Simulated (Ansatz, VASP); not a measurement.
Two plane-wave programs on Sb

```
CELL_PARAMETERS angstrom
0.00000 2.37124 2.37124
2.37124 0.00000 2.37124
2.37124 2.37124 0.00000
ATOMIC_POSITIONS crystal
Sb 0.00000 0.00000 0.00000
```

Alike in both runs: task single point; functional PBEsol-based global hybrid; k mesh 5 × 5 × 5; occupations fermi-dirac, width 0.05 eV; no spin polarisation.

|  | VASP | Ansatz |
| --- | --- | --- |
| version | VASP 6.6.1 | Ansatz 0.2.0 |
| potentials or method | VASP PAW PBE potentials, release 64 (Sb) | Ansatz PAW |
| plane-wave cutoff (eV) | 520 | 420 |
| valence electrons in the cell | 5 | 15 |

Ansatz gave:

- gap on the k mesh at the Fermi level (eV): none
- pressure (GPa): -2.2

Estimate VASP's values.

gap on the k mesh at the Fermi level (eV): none; pressure (GPa): -3.3.

VASP's potentials were made for PBE, not for PBEsol-based global hybrid. A gap of «none» marks a metal or a gap that the smearing closes. The functional is the same, so the differences come from potentials, cutoffs and numerics. VASP's potentials hold 5 valence electrons a cell and Ansatz's 15, so a difference there can come from the potentials and not from the codes.

The k mesh is coarse, so the values compare programs but aren't converged. Neither program's run includes spin-orbit coupling.
